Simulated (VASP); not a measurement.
Wanted: the native input for a VASP 6.6.1 run.

* Task: single point
* Functional: PBE
* Potentials or basis: VASP PAW PBE potentials, release 64 (Mg, I)
* Cutoff: 520 eV
* k mesh: 12 × 12 × 4
* Occupations: gaussian, width 0.01 eV
* Spin: no spin polarisation
* Dipole correction: no
* Further INCAR settings: ALGO = Normal; EDIFF = 1e-06; NBANDS = 15

The structure of MgI2 lies in POSCAR:

```
MgI2
1.0
    4.1566377696      0.0000000000      0.0000000000
   -2.0783188848      3.5997539028      0.0000000000
    0.0000000000      0.0000000000      6.8756119060
Mg I
1 2
Direct
    0.0000000000      0.0000000000      0.0000000000
    0.3333333333      0.6666666667      0.2425739828
    0.6666666667      0.3333333333      0.7574260172
```

The input as run:

INCAR

```
SYSTEM = MgI2
PREC = Accurate
ENCUT = 520
EDIFF = 1E-6
ISMEAR = 0
SIGMA = 0.01
LREAL = .False.
LASPH = .True.
NELM = 100
ALGO = Normal
ISIF = 2
LWAVE = .False.
LCHARG = .False.
GGA = PE
NBANDS = 15
```

KPOINTS

```
regular mesh
0
Gamma
  12 12 4
  0 0 0
```

Potentials or basis: VASP PAW PBE potentials, release 64 (Mg, I).

The run is started by

```bash
$ cat potpaw_PBE.64/Mg/POTCAR potpaw_PBE.64/I/POTCAR > POTCAR
$ mpirun -np 1 vasp_std > vasp.out
```

Results of the run:

- Pressure: 1.1 GPa
- Band gap on the k mesh: 3.51 eV, indirect (least direct gap 3.68 eV)

Caveat: spin-orbit coupling is left out, which moves the levels of the heavy elements; this functional lacks dispersion, which binds the layers, so the pressure and a relaxed spacing across them are unreliable.

Wall time 110 s on 1 thread of AMD EPYC 7R13, with other jobs on the host, peak memory 0.26 GiB.
